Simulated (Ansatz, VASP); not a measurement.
## MgSi3N2 in VASP and in Ansatz

```
Mg Si N
1.0
     2.38402    1.37641    4.12805
    -2.38402    1.37641    4.12805
     0.00000   -2.75282    4.12805
Mg Si N
1 3 2
Direct
  0.00000 0.00000 0.00000
  0.50000 0.50000 0.50000
  0.29694 0.29694 0.29694
  0.70306 0.70306 0.70306
  0.83769 0.83769 0.83769
  0.16231 0.16231 0.16231
```

Alike in both runs: functional PBE; k mesh 6 × 6 × 6; occupations gaussian, width 0.1 eV; no spin polarisation.

Ansatz relaxed the structure, and its values are those at the end. VASP's run is a single point on that final structure, the one shown.

|  | VASP | Ansatz |
| --- | --- | --- |
| version | VASP 6.6.1 | Ansatz 0.2.0 |
| potentials or method | VASP PAW PBE potentials, release 64 (Mg_sv, Si, N), cutoff 840 eV | scalar-relativistic, plane waves, PAW |
| valence electrons in the cell | 32 | 32 |

|  | VASP | Ansatz | Ansatz less VASP |
| --- | --- | --- | --- |
| gap on the k mesh at the Fermi level (eV) | none | none | - |
| pressure (GPa) | -0.1 | 0.0 | +0.03 |
| rms of the force components (eV/Å) | 0.024 | 0.005 | -0.0198 |

A gap of «none» marks a metal or a gap that the smearing closes.
